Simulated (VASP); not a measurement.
Here is a VASP 6.6.1 calculation.

The input INCAR:

```
PREC     = Accurate       # precision mode
ENCUT    = 520            # plane-wave cutoff, eV
EDIFF    = 1E-6           # SCF threshold, eV
ISMEAR   = 0              # smearing method
SIGMA    = 0.1            # smearing width, eV
LREAL    = F              # projectors in reciprocal space
LASPH    = T              # aspherical terms in the spheres
NELM     = 100            # most SCF steps
ALGO     = Normal         # electronic algorithm
ISIF     = 2              # what is computed and relaxed
LWAVE    = F              # write WAVECAR
LCHARG   = F              # write CHGCAR
GGA      = PE             # functional
NBANDS   = 21             # bands
```

The input KPOINTS:

```
Automatic mesh
0
Gamma
  18 18 6
```

POSCAR

```
CaB
1.0
    3.2991750265      0.0000000000      0.0000000000
   -1.6495875132      2.8571693844      0.0000000000
    0.0000000000      0.0000000000      8.0321229112
Ca B
2 2
Direct
    0.3333333333      0.6666666667      0.2943919084
    0.6666666667      0.3333333333      0.7056080916
    0.3333333333      0.6666666667      0.9840591827
    0.6666666667      0.3333333333      0.0159408173
```

Potentials or basis: VASP PAW PBE potentials, release 64 (Ca_sv, B).

Command:

```console
$ cat potpaw_PBE.64/Ca_sv/POTCAR potpaw_PBE.64/B/POTCAR > POTCAR
$ mpirun -np 1 vasp_std > vasp.out
```

What does it give for the band gap on the k mesh?

Zero (bands 13 and 14 overlap by 1.07 eV).

Estimate the pressure.

0.1 GPa.

Forces in eV/Å, atoms in the order of the input:
```
Ca   0.000  0.000  0.017
Ca   0.000  0.000 -0.017
B    0.000  0.000  0.002
B    0.000  0.000 -0.002
```
